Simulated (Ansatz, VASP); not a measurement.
# One calculation of AlN, two programs

```xyz
2
Lattice="0.0000 1.9780 1.9978 1.9780 0.0000 1.9978 1.9780 1.9780 0.0000" Properties=species:S:1:pos:R:3 pbc="T T T"
Al    0.0000    0.0000    0.0000
N     1.9780    1.9780    1.9978
```

Change from the starting cell: zz strain of +1 %, PAW files.

Alike in both runs: task electric field gradients; functional LDA; k mesh 12 × 12 × 12; occupations fermi-dirac, width 0.01 eV; no spin polarisation.

|  | VASP | Ansatz |
| --- | --- | --- |
| version | VASP 6.6.1 | Ansatz 0.2.0 |
| potentials or method | VASP PAW LDA potentials, release 64 (Al, N) | PAW with Ansatz's default frozen-core files, scalar-relativistic |
| plane-wave cutoff (eV) | 520 | 420 |
| valence electrons in the cell | 8 | 8 |

|  | VASP | Ansatz | Ansatz less VASP |
| --- | --- | --- | --- |
| gap on the k mesh at the Fermi level (eV) | 4.93 | 4.94 | +0.014 |
| pressure (GPa) | 10.1 | 9.3 | -0.76 |
| traceless stress, the component that is largest in VASP (GPa) | -2.48 | -2.41 | +0.072 |
| size of Vzz on the site where it differs most (V/Å²) | 4.1 | 3.8 | -0.27 |

LDA's correlation is that of Perdew and Zunger in VASP and of Perdew and Wang (1992) in Ansatz.
